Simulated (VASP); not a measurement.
# ZrO: single point with PBE

Crystal: ZrO.

```
CELL_PARAMETERS angstrom
3.49674 0.00000 0.00000
-1.74837 3.02826 0.00000
0.00000 0.00000 17.69107
ATOMIC_POSITIONS crystal
Zr 0.66667 0.33333 0.13670
Zr 0.00000 0.00000 0.28149
Zr 0.66667 0.33333 0.45634
Zr 0.33333 0.66667 0.63670
Zr 0.00000 0.00000 0.78149
Zr 0.33333 0.66667 0.95634
O 0.66667 0.33333 0.00885
O 0.00000 0.00000 0.14493
O 0.66667 0.33333 0.34483
O 0.33333 0.66667 0.50885
O 0.00000 0.00000 0.64493
O 0.33333 0.66667 0.84483
```

```yaml
Program: VASP 6.6.1
Task: single point
Functional: PBE
Potentials_or_basis: VASP PAW PBE potentials, release 64 (Zr_sv, O)
Cutoff: 520 eV
k_mesh: 6 × 6 × 1
Occupations: gaussian, width 0.1 eV
Spin: no spin polarisation
```

| Property | Result |
| --- | --- |
| Pressure | 0.3 GPa |
| Largest force | 0.044 eV/Å |
| Band gap on the k mesh | zero (band 54 reaches 9.27 eV, above the bottom of band 55 at 7.97 eV) |

Forces on the atoms (eV/Å):
```
Zr   0.000  0.000  0.008
Zr   0.000  0.000 -0.018
Zr   0.000  0.000  0.037
Zr   0.000  0.000  0.008
Zr   0.000  0.000 -0.018
Zr   0.000  0.000  0.037
O    0.000  0.000  0.010
O    0.000  0.000  0.007
O    0.000  0.000 -0.044
O    0.000  0.000  0.010
O    0.000  0.000  0.007
O    0.000  0.000 -0.044
```

Levels at points of the mesh, in eV from the Fermi level:
```
           k point  band 50  band 51  band 52  band 53  band 54  band 55  band 56  band 57
(0.00, 0.00, 0.00)    -1.47    -1.01    -0.60     0.41     0.60     0.60     0.66     0.66
(0.50, 0.00, 0.00)    -1.14    -0.99    -0.93    -0.27     0.04     0.27     0.40     0.73
```

Wall time 74 s on 1 thread of Intel(R) Xeon(R) 6975P-C (Granite Rapids), with other jobs on the host, peak memory 0.34 GiB.
